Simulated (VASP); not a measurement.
Set up this calculation in VASP 6.6.1, as the native input.

| Property | Result |
| --- | --- |
| Task | single point |
| Functional | PBE |
| Potentials or basis | VASP PAW PBE potentials, release 64 (Al, N) |
| Cutoff | 520 eV |
| k mesh | 4 × 4 × 4 |
| Occupations | gaussian, width 0.2 eV |
| Spin | no spin polarisation |
| Dipole correction | no |
| Further INCAR settings | ALGO = Normal; EDIFF = 1e-06; NBANDS = 24 |

The structure of Al3N lies in POSCAR:

```
Al3N
1.0
    4.8049717568      0.0000000000      0.0000000000
    0.0000000000      4.8049717568      0.0000000000
    0.0000000000      0.0000000000      4.8049717568
Al N
6 2
Direct
    0.0000000000      0.5000000000      0.2500000000
    0.0000000000      0.5000000000      0.7500000000
    0.5000000000      0.7500000000      0.0000000000
    0.5000000000      0.2500000000      0.0000000000
    0.7500000000      0.0000000000      0.5000000000
    0.2500000000      0.0000000000      0.5000000000
    0.5000000000      0.5000000000      0.5000000000
    0.0000000000      0.0000000000      0.0000000000
```

One way to write it, as run:

INCAR

```
PREC = Accurate ; ENCUT = 520
EDIFF = 1E-6 ; ISMEAR = 0
SIGMA = 0.2 ; LREAL = F
LASPH = T ; NELM = 100
ALGO = Normal ; ISIF = 2
LWAVE = F ; LCHARG = F
GGA = PE ; NBANDS = 24
```

KPOINTS

```
regular mesh
0
Gamma
  4 4 4
```

Potentials or basis: VASP PAW PBE potentials, release 64 (Al, N).

Run with:

```bash
$ cat potpaw_PBE.64/Al/POTCAR potpaw_PBE.64/N/POTCAR > POTCAR
$ mpirun -np 1 vasp_std > vasp.out
```

Results of the run:

```
Pressure               : 0.1 GPa
Band gap on the k mesh : zero (band 14 reaches 8.57 eV, above the bottom of band 15 at 7.63 eV)
```

Wall time 28 s on 1 thread of Intel(R) Xeon(R) Platinum 8488C (Sapphire Rapids) (shared host), peak memory 0.2 GiB.
